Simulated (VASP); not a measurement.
# Ag (I4/mmm) in VASP: further runs

Ag is run at these levels: r2SCAN; tasks: single point.

Program: VASP 6.6.1. These are calculated values, not measurements. Logs are shortened: lines on timing, memory, paths and dates and some standing lists are left out, and cuts for length are marked.

### 1 The cell of the first run

It takes space group I4/mmm (No. 139, tetragonal). Conventional cell: a = 2.929 Å, b = 2.929 Å, c = 3.976 Å, α = 90.00°, β = 90.00°, γ = 90.00°. Ag (site symmetry 4/mmm) has 12 Ag at 2.87 to 2.93 Å within 3.8 Å.

### 2 Single point, r2SCAN

Contents of POSCAR:

```
Ag
1.0
    0.0000000000      2.0710911495      1.9882475035
    2.0710911495      0.0000000000      1.9882475035
    2.0710911495      2.0710911495      0.0000000000
Ag
1
Direct
    0.0000000000      0.0000000000      0.0000000000
```

Contents of INCAR.step1:

```
SYSTEM = Ag
PREC = Accurate ; ENCUT = 520
ISMEAR = 0 ; SIGMA = 0.15
LREAL = .FALSE. ; LASPH = .TRUE.
NELM = 60 ; NBANDS = 12
GGA = PE ; ALGO = Normal
EDIFF = 1E-4 ; LWAVE = .TRUE.
LCHARG = .FALSE.
```

Contents of INCAR.step2:

```
SYSTEM = Ag
PREC = Accurate ; ENCUT = 520
EDIFF = 1E-7 ; ISMEAR = 0
SIGMA = 0.15 ; LREAL = .FALSE.
LASPH = .TRUE. ; NELM = 60
ALGO = Normal ; ISIF = 2
LWAVE = .FALSE. ; LCHARG = .FALSE.
METAGGA = R2SCAN ; LMIXTAU = .TRUE.
NBANDS = 12 ; ISTART = 1
```

Contents of KPOINTS:

```
regular mesh
0
G
  22 22 22
  0 0 0
```

Potentials or basis: VASP PAW PBE potentials, release 64 (Ag).

The run is started by

```console
$ cat potpaw_PBE.64/Ag/POTCAR > POTCAR
$ cp INCAR.step1 INCAR
$ mpirun -np 1 vasp_std > vasp.out
$ cp INCAR.step2 INCAR
$ mpirun -np 1 vasp_std > vasp.out
```

OUTCAR:

```text
SYSTEM = Ag
   PREC = Accurate
   ENCUT = 520
   EDIFF = 1E-7
   ISMEAR = 0
   LREAL = .FALSE.
   LASPH = .TRUE.
   NELM = 60
   ISIF = 2
   METAGGA = R2SCAN
   ISTART = 1

 ion  position               nearest neighbor table
   1  0.000  0.000  0.000-

  LATTYP: Found a body centered tetragonal cell.
 ALAT       =     2.9289651925
 C/A-ratio  =     1.3576450199

  Lattice vectors:

 A1 = (   0.0000000000,  -2.0710911495,  -1.9882475035)
 A2 = (   0.0000000000,   2.0710911495,  -1.9882475035)
 A3 = (   2.0710911495,   0.0000000000,   1.9882475035)

Analysis of symmetry for initial positions (statically):
=====================================================================
 Subroutine PRICEL returns:
 Original cell was already a primitive cell.

 Routine SETGRP: Setting up the symmetry group for a
 body centered tetragonal supercell.

 Subroutine GETGRP returns: Found 16 space group operations
 (whereof 16 operations were pure point group operations)
 out of a pool of 16 trial point group operations.

The static configuration has the point symmetry D_4h.

Analysis of symmetry for dynamics (positions and initial velocities):
=====================================================================
 Subroutine PRICEL returns:
 Original cell was already a primitive cell.

 Routine SETGRP: Setting up the symmetry group for a
 body centered tetragonal supercell.

 Subroutine GETGRP returns: Found 16 space group operations
 (whereof 16 operations were pure point group operations)
 out of a pool of 16 trial point group operations.

The dynamic configuration has the point symmetry D_4h.

 Subroutine INISYM returns: Found 16 space group operations
 (whereof 16 operations are pure point group operations),
 and found     1 'primitive' translations

----------------------------------------------------------------------------------------

                                     Primitive cell

  volume of cell :      17.0569

  direct lattice vectors                    reciprocal lattice vectors
     0.000000000  2.071091149  1.988247504    -0.241418636  0.241418636  0.251477746
     2.071091149  0.000000000  1.988247504     0.241418636 -0.241418636  0.251477746
     2.071091149  2.071091149  0.000000000     0.241418636  0.241418636 -0.251477746

  length of vectors
     2.870983574  2.870983574  2.928965193     0.424036522  0.424036522  0.424036522

  position of ions in fractional coordinates (direct lattice)
     0.000000000  0.000000000  0.000000000

  ion indices of the primitive-cell ions
   primitive index   ion index
                 1           1

----------------------------------------------------------------------------------------

 KPOINTS: regular mesh

Automatic generation of k-mesh.
 Grid dimensions read from file:
 generate k-points for:   22   22   22

 Generating k-lattice:

  Cartesian coordinates                     Fractional coordinates (reciprocal lattice)
    -0.010973574  0.010973574  0.011430807     0.045454545 -0.000000000  0.000000000
     0.010973574 -0.010973574  0.011430807    -0.000000000  0.045454545  0.000000000
     0.010973574  0.010973574 -0.011430807     0.000000000  0.000000000  0.045454545

  Length of vectors
     0.019274387  0.019274387  0.019274387

  Shift w.r.t. Gamma in fractional coordinates (k-lattice)
     0.000000000  0.000000000  0.000000000

 Subroutine IBZKPT returns following result:
 ===========================================

 Found    834 irreducible k-points:

 Following reciprocal coordinates:
            Coordinates               Weight
  0.000000  0.000000  0.000000      1.000000
  0.045455  0.000000  0.000000      8.000000
  0.090909  0.000000  0.000000      8.000000
  0.136364  0.000000  0.000000      8.000000
  0.181818  0.000000  0.000000      8.000000
  0.227273  0.000000  0.000000      8.000000
[... 16 lines left out ...]
  0.500000  0.045455  0.000000      8.000000
 -0.454545  0.045455  0.000000      8.000000
 [... further k-points ...]
   k-points           NKPTS =    834   k-points in BZ     NKDIM =    834   number of bands    NBANDS=     12
   number of dos      NEDOS =    301   number of ions     NIONS =      1
   total plane-waves  NPLWV =  13824
   dimension x,y,z NGX =    24 NGY =   24 NGZ =   24
   dimension x,y,z NGXF=    48 NGYF=   48 NGZF=   48
   ions per type =               1
   NGX,Y,Z   is equivalent  to a cutoff of  13.90, 13.90, 13.62 a.u.
   NGXF,Y,Z  is equivalent  to a cutoff of  27.79, 27.79, 27.24 a.u.
 SYSTEM =  Ag
   PREC   = accura    normal or accurate (medium, high low for compatibility)
   ISTART =      1    job   : 0-new  1-cont  2-samecut
   ICHARG =      0    charge: 1-file 2-atom 10-const
   ISPIN  =      1    spin polarized calculation?
   LNONCOLLINEAR =      F non collinear calculations
   LSORBIT =      F    spin-orbit coupling
   LASPH  =      T    aspherical Exc in radial PAW
   ENCUT  =  520.0 eV  38.22 Ry    6.18 a.u.   5.34  5.34  5.45*2*pi/ulx,y,z
   NELM   =     60;   NELMIN=  2; NELMDL=  0     # of ELM steps
   EDIFF  = 0.1E-06   stopping-criterion for ELM
   LREAL  =      F    real-space projection
   EDIFFG = 0.1E-05   stopping-criterion for IOM
   NSW    =      0    number of steps for IOM
   IBRION =     -1    ionic relax: 0-MD 1-quasi-New 2-CG
   NFREE  =      0    steps in history (QN), initial steepest desc. (CG)
   ISIF   =      2    stress and relaxation
   ISYM   =      2    0-nonsym 1-usesym 2-fastsym
   POTIM  = 0.5000    time-step for ionic-motion
   TEBEG  =    0.0;   TEEND  =   0.0 temperature during run
   PSTRESS=    0.0 pullay stress
   NELECT =      11.0000    total number of electrons
   NUPDOWN=      -1.0000    fix difference up-down
   EMIN   =  10.00;   EMAX   =-10.00  energy-range for DOS
   EFERMI =   0.00;   METHOD = LEGACY
   ISMEAR =     0;   SIGMA  =   0.15  broadening in eV -4-tet -1-fermi 0-gaus
   EFERMI_NEDOS =   21; number of points for ismear=-14 and -15
   IALGO  =     38    algorithm
   IMIX   =      4    mixing-type and parameters
     AMIX     =   0.40;   BMIX     =  1.00
     AMIX_MAG =   1.60;   BMIX_MAG =  1.00
  volume/ion in A,a.u.               =      17.06       115.11
  Fermi-wavevector in a.u.,A,eV,Ry     =   1.414402  2.672832 27.218893  2.000532
  Thomas-Fermi vector in A             =   2.535948
   LORBIT       =      0    0 simple, 1 ext, 2 COOP (PROOUT), +10 PAW based schemes
   METAGGA = R2SCAN    functional components
   LHFCALC =     F    Hartree Fock is set to
   AEXX    =    0.0000 exact exchange contribution
   IVDW    =     0    specifies the selected vdW correction
   LEPSILON=     F    determine dielectric tensor
   LRPA    =     F    only Hartree local field effects (RPA)
 non-spin polarized calculation
 Gauss-broadening in eV      SIGMA  =   0.15
  energy-cutoff  :      520.00
  volume of cell :       17.06
 maximum number of plane-waves:       479
 NGX is ok and might be reduce to    24
   NGX = 11   NGY = 11   NGZ = 11

 number of electron      10.9999999 magnetization

 Free energy of the ion-electron system (eV)
  ---------------------------------------------------
  ext. energy  EPLUGINS =         0.00000000
  ---------------------------------------------------
  free energy    TOTEN  =       -21.35741079 eV

  energy without entropy =      -21.35519038  energy(sigma->0) =      -21.35630059

 E-fermi :   8.4656     XC(G=0): -12.9664

 val. band max:        8.4477820371   @ k =   0.5000   0.2273   0.0909
 cond. band min:       8.4715877270   @ k =   0.5000   0.1364   0.3636
 fundamental gap:      0.0238056899
 Fermi energy:         8.4656423404

 k-point     1 :       0.0000    0.0000    0.0000
  band No.  band energies     occupation
      1       0.4692      2.00000
      2       3.2083      2.00000
      3       3.2083      2.00000
      4       3.4588      2.00000
      5       4.1956      2.00000
      6       4.4566      2.00000
      7      25.1057      0.00000
      8      28.6234      0.00000
      9      28.6234      0.00000
     10      29.1903      0.00000
     11      33.7610      0.00000
     12      34.5020      0.00000

 k-point     2 :       0.0455    0.0000    0.0000
  band No.  band energies     occupation
      1       0.5363      2.00000
      2       3.2056      2.00000
      3       3.2271      2.00000
      4       3.4643      2.00000
      5       4.1908      2.00000
      6       4.4472      2.00000
      7      25.1193      0.00000
      8      28.1349      0.00000
      9      28.6503      0.00000
     10      29.0780      0.00000
     11      33.8913      0.00000
     12      34.5401      0.00000

 k-point     3 :       0.0909    0.0000    0.0000
  band No.  band energies     occupation
      1       0.7327      2.00000
      2       3.1919      2.00000
      3       3.2778      2.00000
      4       3.4894      2.00000
      5       4.1819      2.00000
      6       4.4232      2.00000
      7      25.0415      0.00000
      8      26.9464      0.00000
      9      28.7205      0.00000
     10      29.0874      0.00000
     11      33.2519      0.00000
     12      34.4725      0.00000
[... 286 lines left out ...]
 k-point    23 :       0.5000    0.0455    0.0000
  band No.  band energies     occupation
      1       1.7375      2.00000
      2       3.1710      2.00000
      3       3.3614      2.00000
      4       4.9502      2.00000
      5       5.2101      2.00000
      6       8.2352      1.97020
      7      12.2098      0.00000
      8      24.2344      0.00000
      9      26.2675      0.00000
     10      27.2232      0.00000
     11      31.8700      0.00000
     12      32.5676      0.00000

 k-point    24 :      -0.4545    0.0455    0.0000
  band No.  band energies     occupation
      1       1.7439      2.00000
      2       3.1722      2.00000
      3       3.3668      2.00000
      4       4.9717      2.00000
      5       5.1631      2.00000
      6       8.0329      1.99996
      7      12.4564      0.00000
      8      24.2759      0.00000
      9      26.5303      0.00000
     10      26.9832      0.00000
     11      31.7687      0.00000
     12      32.5728      0.00000

 [... further k-points ...]

------------------------ aborting loop because EDIFF is reached ----------------------------------------

  FORCE on cell =-STRESS in cart. coord.  units (eV):
  Direction    XX          YY          ZZ          XY          YZ          ZX
  --------------------------------------------------------------------------------------
  -------------------------------------------------------------------------------------
  Total        0.1210390      0.1210390      0.2715930      0.0000000     -0.0000000      0.0000000
  in kB       11.3693877     11.3693877     25.5111662      0.0000000     -0.0000000      0.0000000
  external PRESSURE =      16.0833139 kB  Pullay stress =       0.0000000 kB

 VOLUME and BASIS-vectors are now :
 -----------------------------------------------------------------------------
  energy-cutoff  :      520.00
  volume of cell :       17.06
      direct lattice vectors                 reciprocal lattice vectors
     0.000000000  2.071091149  1.988247504    -0.241418636  0.241418636  0.251477746
     2.071091149  0.000000000  1.988247504     0.241418636 -0.241418636  0.251477746
     2.071091149  2.071091149  0.000000000     0.241418636  0.241418636 -0.251477746

 POSITION                                       TOTAL-FORCE (eV/Angst)
 -----------------------------------------------------------------------------------
      0.00000      0.00000      0.00000         0.000000      0.000000      0.000000
 -----------------------------------------------------------------------------------
    total drift:                               -0.000000      0.000000      0.000000

  FREE ENERGIE OF THE ION-ELECTRON SYSTEM (eV)
  ---------------------------------------------------
  free  energy   TOTEN  =       -21.3574107936 eV

  energy  without entropy=      -21.3551903824  energy(sigma->0) =      -21.35630059
```

Run time: 9.8 min. Hardware: 1 thread of Intel Xeon 8259CL, shared host; peak memory 0.29 GiB.

Results:

```
Free energy            : -21.3574 eV
Pressure               : 1.6 GPa
Band gap on the k mesh : zero (an odd number of electrons rules out a gap without spin polarisation)
```

Stress tensor (GPa, compression positive):
```
1.14 0.00 0.00
0.00 1.14 0.00
0.00 0.00 2.55
```

Caveat: the PAW data sets were made with another functional, which shifts forces and pressure a little.

### 3 Single point, r2SCAN

Contents of POSCAR:

```
Ag
1.0
    0.0000000000      2.0101410107      2.1106480613
    2.0101410107      0.0000000000      2.1106480613
    2.0101410107      2.0101410107      0.0000000000
Ag
1
Direct
    0.0000000000      0.0000000000      0.0000000000
```

Contents of INCAR.step1:

```
SYSTEM = Ag
ALGO = Normal
EDIFF = 1E-4
ENCUT = 520
GGA = PE
ISMEAR = 0
LASPH = .TRUE.
LCHARG = .FALSE.
LREAL = .FALSE.
LWAVE = .TRUE.
NBANDS = 12
NELM = 100
PREC = Accurate
SIGMA = 0.15
```

Contents of INCAR.step2:

```
SYSTEM = Ag
ALGO = Normal
EDIFF = 1E-6
ENCUT = 520
ISIF = 2
ISMEAR = 0
ISTART = 1
LASPH = .TRUE.
LCHARG = .FALSE.
LMIXTAU = .TRUE.
LREAL = .FALSE.
LWAVE = .FALSE.
METAGGA = R2SCAN
NBANDS = 12
NELM = 100
PREC = Accurate
SIGMA = 0.15
```

Contents of KPOINTS:

```
k-points
0
G
  22 22 22
  0 0 0
```

Potentials or basis: VASP PAW PBE potentials, release 64 (Ag).

The run is started by

```console
$ cat potpaw_PBE.64/Ag/POTCAR > POTCAR
$ cp INCAR.step1 INCAR
$ mpirun -np 1 vasp_std > vasp.out
$ cp INCAR.step2 INCAR
$ mpirun -np 1 vasp_std > vasp.out
```

OUTCAR:

```text
SYSTEM = Ag
   EDIFF = 1E-6
   ENCUT = 520
   ISIF = 2
   ISMEAR = 0
   ISTART = 1
   LASPH = .TRUE.
   LREAL = .FALSE.
   METAGGA = R2SCAN
   NELM = 100
   PREC = Accurate

 ion  position               nearest neighbor table
   1  0.000  0.000  0.000-

  LATTYP: Found a body centered tetragonal cell.
 ALAT       =     2.8427686796
 C/A-ratio  =     1.4849242405

  Lattice vectors:

 A1 = (  -2.0101410107,   0.0000000000,   2.1106480613)
 A2 = (   2.0101410107,   0.0000000000,   2.1106480613)
 A3 = (   0.0000000000,   2.0101410107,  -2.1106480613)

Analysis of symmetry for initial positions (statically):
=====================================================================
 Subroutine PRICEL returns:
 Original cell was already a primitive cell.

 Routine SETGRP: Setting up the symmetry group for a
 body centered tetragonal supercell.

 Subroutine GETGRP returns: Found 16 space group operations
 (whereof 16 operations were pure point group operations)
 out of a pool of 16 trial point group operations.

The static configuration has the point symmetry D_4h.

Analysis of symmetry for dynamics (positions and initial velocities):
[... 168 lines left out ...]
      2       3.0770      2.00000
      3       3.4005      2.00000
      4       3.4005      2.00000
      5       4.1575      2.00000
      6       4.4907      2.00000
      7      25.1169      0.00000
      8      28.3756      0.00000
      9      29.0299      0.00000
     10      29.0299      0.00000
     11      33.7513      0.00000
     12      34.6414      0.00000
[... 331 lines left out ...]
 k-point    24 :      -0.4545    0.0455    0.0000
  band No.  band energies     occupation
      1       1.7415      2.00000
      2       3.1048      2.00000
      3       3.4354      2.00000
      4       5.0464      2.00000
      5       5.0847      2.00000
      6       8.0915      1.99967
      7      12.3956      0.00000
      8      23.9199      0.00000
      9      26.3455      0.00000
     10      27.6500      0.00000
     11      31.8393      0.00000
     12      32.6852      0.00000

 [... further k-points ...]

------------------------ aborting loop because EDIFF is reached ----------------------------------------

  FORCE on cell =-STRESS in cart. coord.  units (eV):
  Direction    XX          YY          ZZ          XY          YZ          ZX
  --------------------------------------------------------------------------------------
  -------------------------------------------------------------------------------------
  Total        0.2588660      0.2588660      0.0094595      0.0000000      0.0000000     -0.0000000
  in kB       24.3157003     24.3157003      0.8885501      0.0000000      0.0000000     -0.0000000
  external PRESSURE =      16.5066502 kB  Pullay stress =       0.0000000 kB

 VOLUME and BASIS-vectors are now :
 -----------------------------------------------------------------------------
  energy-cutoff  :      520.00
  volume of cell :       17.06
      direct lattice vectors                 reciprocal lattice vectors
     0.000000000  2.010141011  2.110648061    -0.248738769  0.248738769  0.236894065
     2.010141011  0.000000000  2.110648061     0.248738769 -0.248738769  0.236894065
     2.010141011  2.010141011  0.000000000     0.248738769  0.248738769 -0.236894065

 POSITION                                       TOTAL-FORCE (eV/Angst)
 -----------------------------------------------------------------------------------
      0.00000      0.00000      0.00000         0.000000      0.000000      0.000000
 -----------------------------------------------------------------------------------
    total drift:                               -0.000000      0.000000     -0.000000

  FREE ENERGIE OF THE ION-ELECTRON SYSTEM (eV)
  ---------------------------------------------------
  free  energy   TOTEN  =       -21.3558167554 eV

  energy  without entropy=      -21.3536794797  energy(sigma->0) =      -21.35474812
```

OUTCAR.step1:

```text
SYSTEM = Ag
   EDIFF = 1E-4
   ENCUT = 520
   GGA = PE
   ISMEAR = 0
   LASPH = .TRUE.
[... 579 lines left out ...]
 -----------------------------------------------------------------------------------
      0.00000      0.00000      0.00000         0.000000     -0.000000      0.000000
 -----------------------------------------------------------------------------------
    total drift:                               -0.000000      0.000000     -0.000000

  FREE ENERGIE OF THE ION-ELECTRON SYSTEM (eV)
  ---------------------------------------------------
  free  energy   TOTEN  =        -2.7066008193 eV

  energy  without entropy=       -2.7042911479  energy(sigma->0) =       -2.70544598
```

It took 9 min on 1 thread of Intel Xeon 8259CL, shared host; peak memory 0.29 GiB.

Results:

* Free energy: -21.3558 eV
* Pressure: 1.7 GPa
* Band gap on the k mesh: zero (an odd number of electrons rules out a gap without spin polarisation)

Levels at points of the mesh, in eV from the Fermi level:
```csv
k point,band 3,band 4,band 5,band 6,band 7,band 8,band 9,band 10
"(0.00, 0.00, 0.00)",-5.07,-5.07,-4.31,-3.98,16.64,19.90,20.56,20.56
"(0.50, 0.00, 0.00)",-5.06,-3.39,-3.26,-0.37,3.67,15.65,18.21,19.18
"(0.50, 0.50, 0.00)",-3.35,-3.13,-3.13,1.13,6.11,11.71,11.71,18.21
"(0.50, 0.00, 0.50)",-3.38,-3.23,-2.98,1.98,7.35,10.79,10.84,17.36
```

Caveat: the PAW data sets were made with another functional, which shifts forces and pressure a little.
